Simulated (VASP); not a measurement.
Wanted: the native input for a VASP 6.6.1 run.

| Property | Result |
| --- | --- |
| Task | single point |
| Functional | PBE |
| Potentials or basis | VASP PAW PBE potentials, release 64 (Al) |
| Cutoff | 520 eV |
| k mesh | 2 × 2 × 2, shifted |
| Occupations | gaussian, width 0.1 eV |
| Spin | no spin polarisation |
| Dipole correction | no |
| Further INCAR settings | LREAL = Auto; ALGO = Normal; EDIFF = 1e-07; NBANDS = 54; ISYM = 0 |

The structure of Al lies in POSCAR:

```
Al
1.0
    7.4934463710     -0.1204618767      0.0730706132
   -0.1174026162      7.4540575688     -0.0719811487
    0.0694095852     -0.0721990620      7.4695923500
Al
24
Direct
    0.7982706671      0.8625472635      0.1225562349
    0.0196994136      0.6195790495      0.5714130951
    0.6559380641      0.4585188181      0.5496894255
    0.7123307763      0.8075981871      0.4747601330
    0.7556974008      0.1727946118      0.3425391900
    0.9210069656      0.9057649268      0.7781899573
    0.2040346409      0.3115842428      0.1456605284
    0.5158385386      0.1204724890      0.0521204814
    0.9079289134      0.5221496210      0.2369172051
    0.8775741129      0.2167617348      0.9980562981
    0.9634510837      0.2703992849      0.6457302870
    0.3797706875      0.7183740465      0.6252686993
    0.1603566686      0.9589215130      0.0685067713
    0.4717846751      0.7674646823      0.9757210234
    0.4164982840      0.0123949795      0.3880421987
    0.2598613930      0.0670894002      0.7325564324
    0.6260902203      0.1018582792      0.6981377109
    0.4205079661      0.4050539220      0.8413607807
    0.5483025441      0.4722929173      0.1951990870
    0.7680879370      0.5571502103      0.8838032800
    0.1279258705      0.6066801504      0.9258759942
    0.2961490155      0.3609744766      0.4958549577
    0.0501111919      0.9755404566      0.4229923811
    0.2554885544      0.6740760830      0.2802925735
```

One way to write it, as run:

INCAR

```
PREC = Accurate
ENCUT = 520
EDIFF = 1E-7
ISMEAR = 0
SIGMA = 0.1
LREAL = Auto
LASPH = T
NELM = 100
ALGO = Normal
ISIF = 2
LWAVE = F
LCHARG = F
GGA = PE
NBANDS = 54
ISYM = 0
```

KPOINTS

```
Automatic mesh
0
Gamma
  2 2 2
  0.5 0.5 0.5
```

Potentials or basis: VASP PAW PBE potentials, release 64 (Al).

Command:

```console
$ cat potpaw_PBE.64/Al/POTCAR > POTCAR
$ mpirun -np 1 vasp_std > vasp.out
```

Results of the run:

```yaml
Pressure: -0.1 GPa
Largest_force: 0.035 eV/Å
Band_gap_on_the_k_mesh: zero (band 36 reaches 7.45 eV, above the bottom of band 37 at 7.08 eV)
```

Caveat: the k points lie up to 0.42 Å⁻¹ apart.

Run time: 95 s on 1 thread of Intel(R) Xeon(R) Platinum 8375C CPU @ 2.90GHz (Ice Lake), on a shared host, peak memory 0.39 GiB.
